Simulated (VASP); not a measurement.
Write the native input for VASP 6.6.1 that does the following.

```
Task                   : single point
Functional             : PBE
Potentials or basis    : VASP PAW PBE potentials, release 64 (Zn, Cu)
Cutoff                 : 520 eV
k mesh                 : 11 × 11 × 7
Occupations            : fermi-dirac, width 0.05 eV
Spin                   : no spin polarisation
Dipole correction      : no
Further INCAR settings : ALGO = Fast; EDIFF = 1e-06; NBANDS = 18
```

The structure of ZnCu lies in POSCAR:

```
ZnCu
1.0
    1.4880390000     -2.1212790000      0.0000000000
    1.4880390000      2.1212790000      0.0000000000
    0.0000000000      0.0000000000      4.1407460000
Zn Cu
1 1
Direct
    0.5000000000      0.5000000000      0.5000000000
    0.0000000000      0.0000000000      0.0000000000
```

One way to write it, as run:

INCAR

```
SYSTEM = ZnCu
PREC     = Accurate       ! precision mode
ENCUT    = 520            ! plane-wave cutoff, eV
EDIFF    = 1E-6           ! SCF threshold, eV
ISMEAR   = -1             ! smearing method
SIGMA    = 0.05           ! smearing width, eV
LREAL    = .FALSE.        ! projectors in reciprocal space
LASPH    = .TRUE.         ! aspherical terms in the spheres
NELM     = 100            ! most SCF steps
ALGO     = Fast           ! electronic algorithm
ISIF     = 2              ! what is computed and relaxed
LWAVE    = .FALSE.        ! write WAVECAR
LCHARG   = .FALSE.        ! write CHGCAR
GGA      = PE             ! functional
NBANDS   = 18             ! bands
```

KPOINTS

```
regular mesh
0
G
  11 11 7
  0 0 0
```

Potentials or basis: VASP PAW PBE potentials, release 64 (Zn, Cu).

Launch:

```console
$ cat potpaw_PBE.64/Zn/POTCAR potpaw_PBE.64/Cu/POTCAR > POTCAR
$ mpirun -np 1 vasp_std > vasp.out
```

It gave:

```json
{
 "Pressure": "0.6 GPa",
 "Band gap on the k mesh": "zero (an odd number of electrons rules out a gap without spin polarisation)"
}
```

It took 79 s on 1 thread of Intel Xeon 8259CL (shared host), peak memory 0.19 GiB.
